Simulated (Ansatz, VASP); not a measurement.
## Al2Cu in VASP and in Ansatz

The input POSCAR:

```
Al2Cu
1.0
   -2.0273575169      2.0273575169      3.1536862647
    2.0273575169     -2.0273575169      3.1536862647
    2.0273575169      2.0273575169     -3.1536862647
Al Cu
2 1
Direct
    0.7500000000      0.2500000000      0.5000000000
    0.2500000000      0.7500000000      0.5000000000
    0.5000000000      0.5000000000      0.0000000000
```

File INCAR.step1:

```
PREC = Accurate
ENCUT = 520
ISMEAR = 0
SIGMA = 0.15
LREAL = F
LASPH = T
NELM = 100
NBANDS = 16
GGA = PE
ALGO = Normal
EDIFF = 1E-4
LWAVE = T
LCHARG = F
```

File INCAR.step2:

```
PREC = Accurate
ENCUT = 520
EDIFF = 1E-6
ISMEAR = 0
SIGMA = 0.15
LREAL = F
LASPH = T
NELM = 100
ALGO = Normal
ISIF = 2
LWAVE = F
LCHARG = F
METAGGA = R2SCAN
LMIXTAU = T
NBANDS = 16
ISTART = 1
```

Contents of KPOINTS:

```
regular mesh
0
Gamma
  16 16 16
```

Input for Ansatz:

```yaml
crystal:
  lattice:
    - [-2.0273575169, 2.0273575169, 3.1536862647]
    - [2.0273575169, -2.0273575169, 3.1536862647]
    - [2.0273575169, 2.0273575169, -3.1536862647]
  atoms:
    - { symbol: Al, position: [0.75, 0.25, 0.5] }
    - { symbol: Al, position: [0.25, 0.75, 0.5] }
    - { symbol: Cu, position: [0.5, 0.5, 0.0] }
basis:
  ecutwfc: 500
kpoints:
  mp_grid: { grid: [16, 16, 16] }
hamiltonian:
  xc: r2scan
scf:
  occupations: { method: gaussian, width: 0.15 }
output:
  forces: true
  stress: true
  eigenvalues: true
```

Change from the starting cell: strain +0.1000 x Voigt [0, 0, 1, 0, 0, 0], atoms carried along.

Alike in both runs: task single point; functional r2SCAN; k mesh 16 × 16 × 16; occupations gaussian, width 0.15 eV; no spin polarisation.

|  | VASP | Ansatz |
| --- | --- | --- |
| version | VASP 6.6.1 | Ansatz 0.2.0 |
| potentials or method | VASP PAW PBE potentials, release 64 (Al, Cu), cutoff 520 eV | scalar-relativistic, plane waves, PAW |
| valence electrons in the cell | 17 | 25 |

```csv
,VASP,Ansatz,Ansatz less VASP
gap on the k mesh at the Fermi level (eV),none,none,-
pressure (GPa),-7.9,-7.8,+0.01
"traceless stress, the component that is largest in VASP (GPa)",-4.57,-4.64,-0.075
```

VASP's potentials were made for PBE, not for r2SCAN. A gap of «none» marks a metal or a gap that the smearing closes. VASP's potentials hold 17 valence electrons a cell and Ansatz's 25, so a difference there can come from the potentials and not from the codes.
